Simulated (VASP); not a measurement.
Tl: single point with PBEsol

The system is Tl.

```xyz
1
Lattice="-1.9261 1.9261 1.9261 1.9261 -1.9261 1.9261 1.9261 1.9261 -1.9261" Properties=species:S:1:pos:R:3 pbc="T T T"
Tl    0.0000    0.0000    0.0000
```

| Item | Value |
| --- | --- |
| Program | VASP 6.6.1 |
| Task | single point |
| Functional | PBEsol |
| Potentials or basis | VASP PAW PBE potentials, release 64 (Tl_d) |
| Cutoff | 520 eV |
| k mesh | 16 × 16 × 16 |
| Occupations | gaussian, width 0.1 eV |
| Spin | no spin polarisation |

```yaml
Pressure: -0.1 GPa
```

Levels at points of the mesh, in eV from the Fermi level:
| k point | band 4 | band 5 | band 6 | band 7 | band 8 | band 9 |
| --- | --- | --- | --- | --- | --- | --- |
| (0.00, 0.00, 0.00) | -11.14 | -11.14 | -10.03 | 10.88 | 10.88 | 10.88 |
| (0.50, 0.00, 0.00) | -11.14 | -10.85 | -4.98 | -2.73 | 5.86 | 7.19 |
| (0.50, 0.50, 0.50) | -10.92 | -10.92 | -1.54 | 1.45 | 1.45 | 1.45 |

Run time: 48 s on 1 thread of AMD EPYC 9R45 (Zen 5), with other jobs on the host, peak memory 0.15 GiB.

Caveat: the PAW data sets were made with another functional, which shifts forces and pressure a little; spin-orbit coupling is left out, which moves the levels of the heavy elements.
